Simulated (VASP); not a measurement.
# PbS (Fm-3m) in VASP: a series of runs

The runs below take PbS through electric field gradients, with LDA.

All numbers are computed with VASP 6.6.1; they aren't measurements. Logs are shortened: lines on timing, memory, paths and dates and some standing lists are left out, and cuts for length are marked.

## Step 1: The cell of the first run

It takes space group Fm-3m (No. 225, cubic). Conventional cell: a = 5.930 Å, b = 5.930 Å, c = 5.930 Å, α = 90.00°, β = 90.00°, γ = 90.00°. Pb (site symmetry m-3m) has 6 S at 2.96 Å within 3.9 Å. S (site symmetry m-3m) has 6 Pb at 2.96 Å within 3.9 Å.

## Step 2: Electric field gradients, LDA

Input file INCAR:

```
SYSTEM = PbS
ALGO = Normal
EDIFF = 1E-8
ENCUT = 520
GGA = CA
ISIF = 2
ISMEAR = -1
LASPH = .True.
LCHARG = .False.
LEFG = .True.
LREAL = .False.
LWAVE = .False.
NBANDS = 17
NELM = 60
PREC = Accurate
SIGMA = 0.01
```

Input file KPOINTS:

```
k-points
0
Gamma
  7 7 7
  0 0 0
```

Input file POSCAR:

```
PbS
1.0
    0.0000000000      2.9650000000      2.9650000000
    2.9650000000      0.0000000000      2.9650000000
    2.9650000000      2.9650000000      0.0000000000
Pb S
1 1
Direct
    0.0000000000      0.0000000000      0.0000000000
    0.5000000000      0.5000000000      0.5000000000
```

Potentials or basis: VASP PAW LDA potentials, release 64 (Pb_d, S).

Launch:

```console
$ cat potpaw_LDA.64/Pb_d/POTCAR potpaw_LDA.64/S/POTCAR > POTCAR
$ mpirun -np 1 vasp_std > vasp.out
```

OUTCAR:

```text
SYSTEM = PbS
   EDIFF = 1E-8
   ENCUT = 520
   GGA = CA
   ISIF = 2
   ISMEAR = -1
   LASPH = .True.
   LREAL = .False.
   NELM = 60
   PREC = Accurate

 ion  position               nearest neighbor table
   1  0.000  0.000  0.000-   2 2.96   2 2.96   2 2.96   2 2.96   2 2.96   2 2.96
   2  0.500  0.500  0.500-   1 2.96   1 2.96   1 2.96   1 2.96   1 2.96   1 2.96

  LATTYP: Found a face centered cubic cell.
 ALAT       =     5.9300000000

  Lattice vectors:

 A1 = (   0.0000000000,   2.9650000000,   2.9650000000)
 A2 = (   2.9650000000,   0.0000000000,   2.9650000000)
 A3 = (   2.9650000000,   2.9650000000,   0.0000000000)

Analysis of symmetry for initial positions (statically):
=====================================================================
 Subroutine PRICEL returns:
 Original cell was already a primitive cell.

 Routine SETGRP: Setting up the symmetry group for a
 face centered cubic supercell.

 Subroutine GETGRP returns: Found 48 space group operations
 (whereof 48 operations were pure point group operations)
 out of a pool of 48 trial point group operations.

The static configuration has the point symmetry O_h .

Analysis of symmetry for dynamics (positions and initial velocities):
=====================================================================
 Subroutine PRICEL returns:
 Original cell was already a primitive cell.

 Routine SETGRP: Setting up the symmetry group for a
 face centered cubic supercell.

 Subroutine GETGRP returns: Found 48 space group operations
 (whereof 48 operations were pure point group operations)
 out of a pool of 48 trial point group operations.

The dynamic configuration has the point symmetry O_h .

 Subroutine INISYM returns: Found 48 space group operations
 (whereof 48 operations are pure point group operations),
 and found     1 'primitive' translations

----------------------------------------------------------------------------------------

                                     Primitive cell

  volume of cell :      52.1320

  direct lattice vectors                    reciprocal lattice vectors
     0.000000000  2.965000000  2.965000000    -0.168634064  0.168634064  0.168634064
     2.965000000  0.000000000  2.965000000     0.168634064 -0.168634064  0.168634064
     2.965000000  2.965000000  0.000000000     0.168634064  0.168634064 -0.168634064

  length of vectors
     4.193143212  4.193143212  4.193143212     0.292082767  0.292082767  0.292082767

  position of ions in fractional coordinates (direct lattice)
     0.000000000  0.000000000  0.000000000
     0.500000000  0.500000000  0.500000000

  ion indices of the primitive-cell ions
   primitive index   ion index
                 1           1
                 2           2

----------------------------------------------------------------------------------------

 KPOINTS: k-points

Automatic generation of k-mesh.
 Grid dimensions read from file:
 generate k-points for:    7    7    7

 Generating k-lattice:

  Cartesian coordinates                     Fractional coordinates (reciprocal lattice)
    -0.024090581  0.024090581  0.024090581     0.142857143  0.000000000  0.000000000
     0.024090581 -0.024090581  0.024090581     0.000000000  0.142857143  0.000000000
     0.024090581  0.024090581 -0.024090581     0.000000000  0.000000000  0.142857143

  Length of vectors
     0.041726110  0.041726110  0.041726110

  Shift w.r.t. Gamma in fractional coordinates (k-lattice)
     0.000000000  0.000000000  0.000000000

 Subroutine IBZKPT returns following result:
 ===========================================

 Found     20 irreducible k-points:

 Following reciprocal coordinates:
            Coordinates               Weight
  0.000000  0.000000  0.000000      1.000000
  0.142857  0.000000  0.000000      8.000000
  0.285714  0.000000  0.000000      8.000000
  0.428571  0.000000  0.000000      8.000000
  0.142857  0.142857  0.000000      6.000000
  0.285714  0.142857  0.000000     24.000000
[... 12 lines left out ...]
 -0.428571  0.428571  0.142857     24.000000
 -0.285714  0.428571  0.142857     24.000000
   k-points           NKPTS =     20   k-points in BZ     NKDIM =     20   number of bands    NBANDS=     17
   number of dos      NEDOS =    301   number of ions     NIONS =      2
   total plane-waves  NPLWV =  32768
   dimension x,y,z NGX =    32 NGY =   32 NGZ =   32
   dimension x,y,z NGXF=    64 NGYF=   64 NGZF=   64
   ions per type =               1   1
   NGX,Y,Z   is equivalent  to a cutoff of  12.69, 12.69, 12.69 a.u.
   NGXF,Y,Z  is equivalent  to a cutoff of  25.37, 25.37, 25.37 a.u.
 SYSTEM =  PbS
   PREC   = accura    normal or accurate (medium, high low for compatibility)
   ISTART =      0    job   : 0-new  1-cont  2-samecut
   ICHARG =      2    charge: 1-file 2-atom 10-const
   ISPIN  =      1    spin polarized calculation?
   LNONCOLLINEAR =      F non collinear calculations
   LSORBIT =      F    spin-orbit coupling
   LASPH  =      T    aspherical Exc in radial PAW
   ENCUT  =  520.0 eV  38.22 Ry    6.18 a.u.   7.80  7.80  7.80*2*pi/ulx,y,z
   NELM   =     60;   NELMIN=  2; NELMDL= -5     # of ELM steps
   EDIFF  = 0.1E-07   stopping-criterion for ELM
   LREAL  =      F    real-space projection
   EDIFFG = 0.1E-06   stopping-criterion for IOM
   NSW    =      0    number of steps for IOM
   IBRION =     -1    ionic relax: 0-MD 1-quasi-New 2-CG
   NFREE  =      0    steps in history (QN), initial steepest desc. (CG)
   ISIF   =      2    stress and relaxation
   ISYM   =      2    0-nonsym 1-usesym 2-fastsym
   POTIM  = 0.5000    time-step for ionic-motion
   TEBEG  =    0.0;   TEEND  =   0.0 temperature during run
   PSTRESS=    0.0 pullay stress
   NELECT =      20.0000    total number of electrons
   NUPDOWN=      -1.0000    fix difference up-down
   EMIN   =  10.00;   EMAX   =-10.00  energy-range for DOS
   EFERMI =   0.00;   METHOD = LEGACY
   ISMEAR =    -1;   SIGMA  =   0.01  broadening in eV -4-tet -1-fermi 0-gaus
   EFERMI_NEDOS =   21; number of points for ismear=-14 and -15
   IALGO  =     38    algorithm
   IMIX   =      4    mixing-type and parameters
     AMIX     =   0.40;   BMIX     =  1.00
     AMIX_MAG =   1.60;   BMIX_MAG =  1.00
  volume/ion in A,a.u.               =      26.07       175.90
  Fermi-wavevector in a.u.,A,eV,Ry     =   1.189552  2.247928 19.252709  1.415034
  Thomas-Fermi vector in A             =   2.325657
   LORBIT       =      0    0 simple, 1 ext, 2 COOP (PROOUT), +10 PAW based schemes
   GGA     = CA    functional components
   LHFCALC =     F    Hartree Fock is set to
   AEXX    =    0.0000 exact exchange contribution
   IVDW    =     0    specifies the selected vdW correction
   LEPSILON=     F    determine dielectric tensor
   LRPA    =     F    only Hartree local field effects (RPA)
 non-spin polarized calculation
  energy-cutoff  :      520.00
  volume of cell :       52.13
 maximum number of plane-waves:      1418
   NGX = 15   NGY = 15   NGZ = 15

 number of electron      19.9999998 magnetization

 Free energy of the ion-electron system (eV)
  ---------------------------------------------------
  ext. energy  EPLUGINS =         0.00000000
  ---------------------------------------------------
  free energy    TOTEN  =        -9.98524019 eV

  energy without entropy =       -9.98524019  energy(sigma->0) =       -9.98524019

 E-fermi :   5.5559     XC(G=0): -10.0333

 val. band max:        5.3072816833   @ k =   0.4286   0.0000   0.0000
 cond. band min:       6.1814660367   @ k =   0.4286   0.0000   0.0000
 fundamental gap:      0.8741843534
 Fermi energy:         5.5558535477

 k-point     1 :       0.0000    0.0000    0.0000
  band No.  band energies     occupation
      1     -11.1725      2.00000
      2     -11.1725      2.00000
      3     -11.1725      2.00000
      4     -11.1636      2.00000
      5     -11.1636      2.00000
      6      -7.9740      2.00000
[... 9 lines left out ...]
     16      12.2478      0.00000
     17      14.0390      0.00000

 k-point     2 :       0.1429    0.0000    0.0000
  band No.  band energies     occupation
      1     -11.1723      2.00000
      2     -11.1723      2.00000
      3     -11.1716      2.00000
      4     -11.1609      2.00000
      5     -11.1609      2.00000
      6      -7.7967      2.00000
[... 9 lines left out ...]
     16      12.7148      0.00000
     17      15.5559      0.00000

 k-point     3 :       0.2857    0.0000    0.0000
  band No.  band energies     occupation
      1     -11.1845      2.00000
      2     -11.1845      2.00000
      3     -11.1702      2.00000
      4     -11.1419      2.00000
      5     -11.1419      2.00000
      6      -7.3167      2.00000
[... 9 lines left out ...]
     16      13.7979      0.00000
     17      17.7435      0.00000

 k-point     4 :       0.4286    0.0000    0.0000
  band No.  band energies     occupation
      1     -11.1948      2.00000
      2     -11.1948      2.00000
      3     -11.1696      2.00000
      4     -11.1259      2.00000
      5     -11.1259      2.00000
      6      -6.7824      2.00000
[... 9 lines left out ...]
     16      15.2742      0.00000
     17      16.5705      0.00000

 k-point     5 :       0.1429    0.1429    0.0000
  band No.  band energies     occupation
      1     -11.1806      2.00000
      2     -11.1776      2.00000
      3     -11.1611      2.00000
      4     -11.1611      2.00000
      5     -11.1586      2.00000
      6      -7.7340      2.00000
[... 9 lines left out ...]
     16      13.6642      0.00000
     17      14.9344      0.00000

 k-point     6 :       0.2857    0.1429    0.0000
  band No.  band energies     occupation
      1     -11.2011      2.00000
      2     -11.1771      2.00000
      3     -11.1671      2.00000
      4     -11.1491      2.00000
      5     -11.1391      2.00000
      6      -7.3460      2.00000
[... 9 lines left out ...]
     16      14.6209      0.00000
     17      16.5052      0.00000
[... 201 lines left out ...]
 k-point    17 :       0.4286    0.2857    0.1429
  band No.  band energies     occupation
      1     -11.2259      2.00000
      2     -11.1757      2.00000
      3     -11.1678      2.00000
      4     -11.1354      2.00000
      5     -11.1323      2.00000
      6      -6.9130      2.00000
[... 9 lines left out ...]
     16      15.8771      0.00000
     17      16.2294      0.00000

 k-point    18 :      -0.4286    0.2857    0.1429
  band No.  band energies     occupation
      1     -11.2407      2.00000
      2     -11.1748      2.00000
      3     -11.1613      2.00000
      4     -11.1409      2.00000
      5     -11.1218      2.00000
      6      -6.4726      2.00000
[... 9 lines left out ...]
     16      16.1777      0.00000
     17      17.1823      0.00000

 k-point    19 :      -0.4286    0.4286    0.1429
  band No.  band energies     occupation
      1     -11.2846      2.00000
      2     -11.1821      2.00000
      3     -11.1533      2.00000
      4     -11.1270      2.00000
      5     -11.1127      2.00000
      6      -6.3140      2.00000
[... 9 lines left out ...]
     16      17.2120      0.00000
     17      17.6510      0.00000

 k-point    20 :      -0.2857    0.4286    0.1429
  band No.  band energies     occupation
      1     -11.2700      2.00000
      2     -11.1665      2.00000
      3     -11.1592      2.00000
      4     -11.1455      2.00000
      5     -11.1130      2.00000
      6      -6.2396      2.00000
[... 9 lines left out ...]
     16      17.2961      0.00000
     17      17.9080      0.00000

------------------------ aborting loop because EDIFF is reached ----------------------------------------

  FORCE on cell =-STRESS in cart. coord.  units (eV):
  Direction    XX          YY          ZZ          XY          YZ          ZX
  --------------------------------------------------------------------------------------
  -------------------------------------------------------------------------------------
  Total       -0.8338309     -0.8338309     -0.8338309     -0.0000000      0.0000000      0.0000000
  in kB      -25.6262158    -25.6262158    -25.6262158     -0.0000000      0.0000000      0.0000000
  external PRESSURE =     -25.6262158 kB  Pullay stress =       0.0000000 kB

 VOLUME and BASIS-vectors are now :
 -----------------------------------------------------------------------------
  energy-cutoff  :      520.00
  volume of cell :       52.13
      direct lattice vectors                 reciprocal lattice vectors
     0.000000000  2.965000000  2.965000000    -0.168634064  0.168634064  0.168634064
     2.965000000  0.000000000  2.965000000     0.168634064 -0.168634064  0.168634064
     2.965000000  2.965000000  0.000000000     0.168634064  0.168634064 -0.168634064

 POSITION                                       TOTAL-FORCE (eV/Angst)
 -----------------------------------------------------------------------------------
      0.00000      0.00000      0.00000        -0.000000      0.000000     -0.000000
      2.96500      2.96500      2.96500         0.000000     -0.000000      0.000000
 -----------------------------------------------------------------------------------
    total drift:                                0.000000     -0.000000     -0.000000

  FREE ENERGIE OF THE ION-ELECTRON SYSTEM (eV)
  ---------------------------------------------------
  free  energy   TOTEN  =        -9.9852401930 eV

  energy  without entropy=       -9.9852401930  energy(sigma->0) =       -9.98524019

 Electric field gradients (V/A^2)
---------------------------------------------------------------------
 ion       V_xx      V_yy      V_zz      V_xy      V_xz      V_yz
---------------------------------------------------------------------
   1      -0.000    -0.000    -0.000    -0.001    -0.001    -0.001
   2       0.000     0.000    -0.000    -0.000    -0.000    -0.000
---------------------------------------------------------------------

 Electric field gradients after diagonalization (V/A^2)
 (convention: |V_zz| > |V_xx| > |V_yy|)
----------------------------------------------------------------------
 ion       V_xx      V_yy      V_zz     asymmetry (V_yy - V_xx)/ V_zz
----------------------------------------------------------------------
   1       0.001     0.001    -0.002       0.000
   2       0.000     0.000    -0.001       0.000
----------------------------------------------------------------------

           NMR quadrupolar parameters

 Cq : quadrupolar parameter    Cq=e*Q*V_zz/h
 eta: asymmetry parameters     (V_yy - V_xx)/ V_zz
 Q  : nuclear electric quadrupole moment in mb (millibarn)
----------------------------------------------------------------------
 ion       Cq(MHz)       eta       Q (mb)
----------------------------------------------------------------------
   1      -0.000       0.000       1.000
   2      -0.000       0.000       1.000
----------------------------------------------------------------------
```

Run time: 15 s. Hardware: 1 thread of Intel Xeon 8259CL, shared host; peak memory 0.16 GiB.

Results:

- Free energy: -9.9852 eV
- Pressure: -2.6 GPa

Caveat: this odd mesh misses L, where the gap lies, so gap, dielectric constants and Born charges aren't listed; without QUAD_EFG the Cq values of the log hold for a quadrupole moment of 1 mb, not for the nuclei; spin-orbit coupling is left out, which moves the levels of the heavy elements.

(Continued in part 2 of 3.)
